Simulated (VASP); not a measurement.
Runs of VASP 6.6.1 on Au. The structure is that of space group Fm-3m (No. 225), or close to it. The cells are those of the table. 

| cell | gap on the mesh (eV) | pressure (GPa) |
| --- | --- | --- |
| a = 2.806 Å, angles 60.0°, 1 atom | none | 25.7 |
| a = 2.980 Å, angles 60.0°, 1 atom | none | (a) |
| a = 2.828, b = 2.828, c = 2.849 Å, angles 59.7, 59.7, 60.5°, 1 atom | none | 17.4 |
| a = 2.958, b = 2.958, c = 2.980 Å, angles 59.8, 59.8, 60.5°, 1 atom | none | -6.4 |
| a = 2.849 Å, angles 60.0°, 1 atom | none | (b) |

Alike in all rows: task single point; level r2SCAN; potentials or basis VASP PAW PBE potentials, release 64 (Au); no spin polarisation; k mesh 20 × 20 × 20; cutoff (eV) 520; smearing methfessel-paxton 0.4 eV.

Task: Fill in the values left out.

Result: (a) -8.0; (b) 13.7.

Caveats: the PAW data sets were made with another functional, which shifts forces and pressure a little; spin-orbit coupling is left out, which moves the levels of the heavy elements; the cell stands under pressure (at least some runs); the cell stands under tension (at least some runs).

A k mesh can miss the band edges, and the runs leave out spin-orbit coupling on Au.

A gap of «none» marks levels without a gap at the run's occupations.
